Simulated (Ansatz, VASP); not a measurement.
Two plane-wave programs on RuF2

```
Ru F
1.0
     3.21963    0.00000    0.00000
    -1.60981    2.78828    0.00000
     0.00000    0.00000    4.30563
Ru F
1 2
Direct
  0.00000 0.00000 0.00000
  0.33333 0.66667 0.22231
  0.66667 0.33333 0.77769
```

Alike in both runs: functional PBEsol; k mesh 12 × 12 × 8; occupations gaussian, width 0.05 eV; no spin polarisation.

Ansatz relaxed the structure, and its values are those at the end. VASP's run is a single point on that final structure, the one shown.

|  | VASP | Ansatz |
| --- | --- | --- |
| version | VASP 6.6.1 | Ansatz 0.2.0 |
| potentials or method | VASP PAW PBE potentials, release 64 (Ru_pv, F), cutoff 520 eV | scalar-relativistic, plane waves, PAW |
| valence electrons in the cell | 28 | 30 |

Ansatz gave:

| Quantity | Value |
| --- | --- |
| gap on the k mesh at the Fermi level (eV) | 0.53 |
| least direct gap on the mesh (eV) | 0.92 |
| pressure (GPa) | 0.0 |
| rms of the force components (eV/Å) | 0.000 |

Which values does VASP return?

gap on the k mesh at the Fermi level (eV): 0.52; least direct gap on the mesh (eV): 0.91; pressure (GPa): 0.2; rms of the force components (eV/Å): 0.016.

VASP's potentials were made for PBE, not for PBEsol. VASP's potentials hold 28 valence electrons a cell and Ansatz's 30, so a difference there can come from the potentials and not from the codes.
